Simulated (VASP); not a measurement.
# PbSe (Pm-3m) in VASP: a series of runs

PbSe is run at these levels: r2SCAN; tasks: single point.

All numbers are computed with VASP 6.6.1; they aren't measurements. Logs are shortened: lines on timing, memory, paths and dates and some standing lists are left out, and cuts for length are marked.

### 1 The cell of the first run

It takes space group Pm-3m (No. 221, cubic). The conventional cell has a = 3.652 Å, b = 3.652 Å, c = 3.652 Å, α = 90.00°, β = 90.00°, γ = 90.00°. Pb (site symmetry m-3m) has 8 Se at 3.16 Å and 6 Pb at 3.65 Å within 4.2 Å. Se (site symmetry m-3m) has 8 Pb at 3.16 Å and 6 Se at 3.65 Å within 4.2 Å.

### 2 Single point, r2SCAN (strained)

The input, POSCAR:

```
PbSe
1.0
    3.6522113190      0.0000000000      0.0000000000
    0.0000000000      3.6522113190      0.0000000000
    0.0000000000      0.0000000000      3.6522113190
Pb Se
1 1
Direct
    0.0000000000      0.0000000000      0.0000000000
    0.5000000000      0.5000000000      0.5000000000
```

The input, INCAR.step1:

```
SYSTEM = PbSe
PREC = Accurate ; ENCUT = 520
ISMEAR = 0 ; SIGMA = 0.1
LREAL = .FALSE. ; LASPH = .TRUE.
NELM = 80 ; NBANDS = 17
GGA = PE ; ALGO = Normal
EDIFF = 1E-4 ; LWAVE = .TRUE.
LCHARG = .FALSE.
```

The input, INCAR.step2:

```
SYSTEM = PbSe
PREC = Accurate ; ENCUT = 520
EDIFF = 1E-6 ; ISMEAR = 0
SIGMA = 0.1 ; LREAL = .FALSE.
LASPH = .TRUE. ; NELM = 80
ALGO = Normal ; ISIF = 2
LWAVE = .FALSE. ; LCHARG = .FALSE.
METAGGA = R2SCAN ; LMIXTAU = .TRUE.
NBANDS = 17 ; ISTART = 1
```

The input, KPOINTS:

```
Automatic mesh
0
G
  12 12 12
  0 0 0
```

Potentials or basis: VASP PAW PBE potentials, release 64 (Pb_d, Se).

The run is started by

```bash
> cat potpaw_PBE.64/Pb_d/POTCAR potpaw_PBE.64/Se/POTCAR > POTCAR
> cp INCAR.step1 INCAR
> mpirun -np 1 vasp_std > vasp.out
> cp INCAR.step2 INCAR
> mpirun -np 1 vasp_std > vasp.out
```

OUTCAR:

```text
SYSTEM = PbSe
   PREC = Accurate
   ENCUT = 520
   EDIFF = 1E-6
   ISMEAR = 0
   LREAL = .FALSE.
   LASPH = .TRUE.
   NELM = 80
   ISIF = 2
   METAGGA = R2SCAN
   ISTART = 1

 ion  position               nearest neighbor table
   1  0.000  0.000  0.000-   2 3.16   2 3.16   2 3.16   2 3.16   2 3.16   2 3.16   2 3.16   2 3.16

   2  0.500  0.500  0.500-   1 3.16   1 3.16   1 3.16   1 3.16   1 3.16   1 3.16   1 3.16   1 3.16

  LATTYP: Found a simple cubic cell.
 ALAT       =     3.6522113190

  Lattice vectors:

 A1 = (   3.6522113190,   0.0000000000,   0.0000000000)
 A2 = (   0.0000000000,   3.6522113190,   0.0000000000)
 A3 = (   0.0000000000,   0.0000000000,   3.6522113190)

Analysis of symmetry for initial positions (statically):
=====================================================================
 Subroutine PRICEL returns:
 Original cell was already a primitive cell.

 Routine SETGRP: Setting up the symmetry group for a
 simple cubic supercell.

 Subroutine GETGRP returns: Found 48 space group operations
 (whereof 48 operations were pure point group operations)
 out of a pool of 48 trial point group operations.

The static configuration has the point symmetry O_h .

Analysis of symmetry for dynamics (positions and initial velocities):
=====================================================================
 Subroutine PRICEL returns:
 Original cell was already a primitive cell.

 Routine SETGRP: Setting up the symmetry group for a
 simple cubic supercell.

 Subroutine GETGRP returns: Found 48 space group operations
 (whereof 48 operations were pure point group operations)
 out of a pool of 48 trial point group operations.

The dynamic configuration has the point symmetry O_h .

 Subroutine INISYM returns: Found 48 space group operations
 (whereof 48 operations are pure point group operations),
 and found     1 'primitive' translations

----------------------------------------------------------------------------------------

                                     Primitive cell

  volume of cell :      48.7156

  direct lattice vectors                    reciprocal lattice vectors
     3.652211319  0.000000000  0.000000000     0.273806719  0.000000000  0.000000000
     0.000000000  3.652211319  0.000000000     0.000000000  0.273806719  0.000000000
     0.000000000  0.000000000  3.652211319     0.000000000  0.000000000  0.273806719

  length of vectors
     3.652211319  3.652211319  3.652211319     0.273806719  0.273806719  0.273806719

  position of ions in fractional coordinates (direct lattice)
     0.000000000  0.000000000  0.000000000
     0.500000000  0.500000000  0.500000000

  ion indices of the primitive-cell ions
   primitive index   ion index
                 1           1
                 2           2

----------------------------------------------------------------------------------------

 KPOINTS: Automatic mesh

Automatic generation of k-mesh.
 Grid dimensions read from file:
 generate k-points for:   12   12   12

 Generating k-lattice:

  Cartesian coordinates                     Fractional coordinates (reciprocal lattice)
     0.022817227  0.000000000  0.000000000     0.083333333  0.000000000  0.000000000
     0.000000000  0.022817227  0.000000000     0.000000000  0.083333333  0.000000000
     0.000000000  0.000000000  0.022817227     0.000000000  0.000000000  0.083333333

  Length of vectors
     0.022817227  0.022817227  0.022817227

  Shift w.r.t. Gamma in fractional coordinates (k-lattice)
     0.000000000  0.000000000  0.000000000

 Subroutine IBZKPT returns following result:
 ===========================================

 Found     84 irreducible k-points:

 Following reciprocal coordinates:
            Coordinates               Weight
  0.000000  0.000000  0.000000      1.000000
  0.083333  0.000000  0.000000      6.000000
  0.166667  0.000000  0.000000      6.000000
  0.250000  0.000000  0.000000      6.000000
  0.333333  0.000000  0.000000      6.000000
  0.416667  0.000000  0.000000      6.000000
[... 16 lines left out ...]
  0.333333  0.333333  0.000000     12.000000
  0.416667  0.333333  0.000000     24.000000
 [... further k-points ...]
   k-points           NKPTS =     84   k-points in BZ     NKDIM =     84   number of bands    NBANDS=     17
   number of dos      NEDOS =    301   number of ions     NIONS =      2
   total plane-waves  NPLWV =  21952
   dimension x,y,z NGX =    28 NGY =   28 NGZ =   28
   dimension x,y,z NGXF=    56 NGYF=   56 NGZF=   56
   ions per type =               1   1
   NGX,Y,Z   is equivalent  to a cutoff of  12.75, 12.75, 12.75 a.u.
   NGXF,Y,Z  is equivalent  to a cutoff of  25.49, 25.49, 25.49 a.u.
 SYSTEM =  PbSe
   PREC   = accura    normal or accurate (medium, high low for compatibility)
   ISTART =      1    job   : 0-new  1-cont  2-samecut
   ICHARG =      0    charge: 1-file 2-atom 10-const
   ISPIN  =      1    spin polarized calculation?
   LNONCOLLINEAR =      F non collinear calculations
   LSORBIT =      F    spin-orbit coupling
   LASPH  =      T    aspherical Exc in radial PAW
   ENCUT  =  520.0 eV  38.22 Ry    6.18 a.u.   6.79  6.79  6.79*2*pi/ulx,y,z
   NELM   =     80;   NELMIN=  2; NELMDL=  0     # of ELM steps
   EDIFF  = 0.1E-05   stopping-criterion for ELM
   LREAL  =      F    real-space projection
   EDIFFG = 0.1E-04   stopping-criterion for IOM
   NSW    =      0    number of steps for IOM
   IBRION =     -1    ionic relax: 0-MD 1-quasi-New 2-CG
   NFREE  =      0    steps in history (QN), initial steepest desc. (CG)
   ISIF   =      2    stress and relaxation
   ISYM   =      2    0-nonsym 1-usesym 2-fastsym
   POTIM  = 0.5000    time-step for ionic-motion
   TEBEG  =    0.0;   TEEND  =   0.0 temperature during run
   PSTRESS=    0.0 pullay stress
   NELECT =      20.0000    total number of electrons
   NUPDOWN=      -1.0000    fix difference up-down
   EMIN   =  10.00;   EMAX   =-10.00  energy-range for DOS
   EFERMI =   0.00;   METHOD = LEGACY
   ISMEAR =     0;   SIGMA  =   0.10  broadening in eV -4-tet -1-fermi 0-gaus
   EFERMI_NEDOS =   21; number of points for ismear=-14 and -15
   IALGO  =     38    algorithm
   IMIX   =      4    mixing-type and parameters
     AMIX     =   0.40;   BMIX     =  1.00
     AMIX_MAG =   1.60;   BMIX_MAG =  1.00
  volume/ion in A,a.u.               =      24.36       164.37
  Fermi-wavevector in a.u.,A,eV,Ry     =   1.216734  2.299294 20.142627  1.480441
  Thomas-Fermi vector in A             =   2.352078
   LORBIT       =      0    0 simple, 1 ext, 2 COOP (PROOUT), +10 PAW based schemes
   METAGGA = R2SCAN    functional components
   LHFCALC =     F    Hartree Fock is set to
   AEXX    =    0.0000 exact exchange contribution
   IVDW    =     0    specifies the selected vdW correction
   LEPSILON=     F    determine dielectric tensor
   LRPA    =     F    only Hartree local field effects (RPA)
 non-spin polarized calculation
 Gauss-broadening in eV      SIGMA  =   0.10
  energy-cutoff  :      520.00
  volume of cell :       48.72
 maximum number of plane-waves:      1357
 NGX is ok and might be reduce to    28
   NGX = 13   NGY = 13   NGZ = 13

 number of electron      19.9999994 magnetization

 Free energy of the ion-electron system (eV)
  ---------------------------------------------------
  ext. energy  EPLUGINS =         0.00000000
  ---------------------------------------------------
  free energy    TOTEN  =       -71.33134311 eV

  energy without entropy =      -71.32691843  energy(sigma->0) =      -71.32913077

 E-fermi :   6.4189     XC(G=0): -11.0144

 val. band max:        6.4117522832   @ k =   0.2500   0.1667   0.1667
 cond. band min:       6.4414793318   @ k =   0.5000   0.4167   0.3333
 fundamental gap:      0.0297270486
 Fermi energy:         6.4189230407

 k-point     1 :       0.0000    0.0000    0.0000
  band No.  band energies     occupation
      1     -11.2555      2.00000
      2     -11.2555      2.00000
      3     -11.0459      2.00000
      4     -11.0459      2.00000
      5     -11.0459      2.00000
      6      -8.0737      2.00000
[... 9 lines left out ...]
     16      20.2202      0.00000
     17      20.2293      0.00000

 k-point     2 :       0.0833    0.0000    0.0000
  band No.  band energies     occupation
      1     -11.2547      2.00000
      2     -11.2446      2.00000
      3     -11.0502      2.00000
      4     -11.0502      2.00000
      5     -11.0455      2.00000
      6      -8.0106      2.00000
[... 9 lines left out ...]
     16      19.8767      0.00000
     17      19.8767      0.00000

 k-point     3 :       0.1667    0.0000    0.0000
  band No.  band energies     occupation
      1     -11.2528      2.00000
      2     -11.2152      2.00000
      3     -11.0621      2.00000
      4     -11.0621      2.00000
      5     -11.0443      2.00000
      6      -7.8257      2.00000
[... 9 lines left out ...]
     16      19.0614      0.00000
     17      19.6751      0.00000

 k-point     4 :       0.2500    0.0000    0.0000
  band No.  band energies     occupation
      1     -11.2502      2.00000
      2     -11.1754      2.00000
      3     -11.0783      2.00000
      4     -11.0783      2.00000
      5     -11.0428      2.00000
      6      -7.5360      2.00000
[... 9 lines left out ...]
     16      17.8427      0.00000
     17      19.8646      0.00000
[... 343 lines left out ...]
      1     -11.1953      2.00000
      2     -11.1902      2.00000
      3     -11.1031      2.00000
      4     -11.0679      2.00000
      5     -11.0526      2.00000
      6      -6.2822      2.00000
[... 9 lines left out ...]
     16      17.9585      0.00000
     17      18.7248      0.00000

 k-point    23 :       0.3333    0.3333    0.0000
  band No.  band energies     occupation
      1     -11.1968      2.00000
      2     -11.1875      2.00000
      3     -11.0868      2.00000
      4     -11.0833      2.00000
      5     -11.0586      2.00000
      6      -6.3945      2.00000
[... 9 lines left out ...]
     16      17.2392      0.00000
     17      18.9771      0.00000

 k-point    24 :       0.4167    0.3333    0.0000
  band No.  band energies     occupation
      1     -11.2195      2.00000
      2     -11.1812      2.00000
      3     -11.0957      2.00000
      4     -11.0826      2.00000
      5     -11.0322      2.00000
      6      -6.1436      2.00000
[... 9 lines left out ...]
     16      17.2495      0.00000
     17      18.0257      0.00000

 [... further k-points ...]

------------------------ aborting loop because EDIFF is reached ----------------------------------------

  FORCE on cell =-STRESS in cart. coord.  units (eV):
  Direction    XX          YY          ZZ          XY          YZ          ZX
  --------------------------------------------------------------------------------------
  -------------------------------------------------------------------------------------
  Total        1.8164770      1.8164770      1.8164770      0.0000000     -0.0000000     -0.0000000
  in kB       59.7410423     59.7410423     59.7410423      0.0000000     -0.0000000     -0.0000000
  external PRESSURE =      59.7410423 kB  Pullay stress =       0.0000000 kB

 VOLUME and BASIS-vectors are now :
 -----------------------------------------------------------------------------
  energy-cutoff  :      520.00
  volume of cell :       48.72
      direct lattice vectors                 reciprocal lattice vectors
     3.652211319  0.000000000  0.000000000     0.273806719  0.000000000  0.000000000
     0.000000000  3.652211319  0.000000000     0.000000000  0.273806719  0.000000000
     0.000000000  0.000000000  3.652211319     0.000000000  0.000000000  0.273806719

 POSITION                                       TOTAL-FORCE (eV/Angst)
 -----------------------------------------------------------------------------------
      0.00000      0.00000      0.00000         0.000000      0.000000      0.000000
      1.82611      1.82611      1.82611         0.000000      0.000000      0.000000
 -----------------------------------------------------------------------------------
    total drift:                               -0.000000      0.000000      0.000000

  FREE ENERGIE OF THE ION-ELECTRON SYSTEM (eV)
  ---------------------------------------------------
  free  energy   TOTEN  =       -71.3313431087 eV

  energy  without entropy=      -71.3269184307  energy(sigma->0) =      -71.32913077
```

Wall time 2.6 min (1 thread of AMD EPYC 7R13 (Zen 3), shared host); peak memory 0.19 GiB.

What came out:

```yaml
Free_energy: -71.3313 eV
Pressure: 6.0 GPa
Band_gap_on_the_k_mesh: zero (bands 10 and 11 overlap by 0.94 eV)
```

Caveat: the cell differs from its parent crystal (strained); the cell stands under pressure; the PAW data sets were made with another functional, which shifts forces and pressure a little; spin-orbit coupling is left out, which moves the levels of the heavy elements.

(Part 1 of 2 ends here.)
